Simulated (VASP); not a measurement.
Runs of VASP 6.6.1 on Al. The structure is that of space group Pm-3m (No. 221), or close to it. The cells are those of the table. 

| task | cell | k mesh | cutoff (eV) | gap on the mesh (eV) | pressure (GPa) |
| --- | --- | --- | --- | --- | --- |
| single point | a = 2.705 Å, 1 atom | 6 × 6 × 6 | 500 | none | 0.2 |
| single point | a = 2.702 Å, 1 atom | 20 × 20 × 20 | 520 | none | 0.1 |
| relaxation of cell and atoms | relaxed from a = 2.584 Å, 1 atom | 6 × 6 × 6 | 500 | none | 0.2 |
| single point | a = 2.584 Å, 1 atom | 8 × 8 × 8 | 500 | none | (a) |

Alike in all rows: level PBEsol; potentials or basis VASP PAW PBE potentials, release 64 (Al); no spin polarisation; smearing gaussian 0.1 eV.

Task: Fill in the values left out.

Result: (a) 10.3.

Caveats: some runs use coarse meshes; the PAW data sets were made with another functional, which shifts forces and pressure a little.

A gap of «none» marks levels without a gap at the run's occupations.
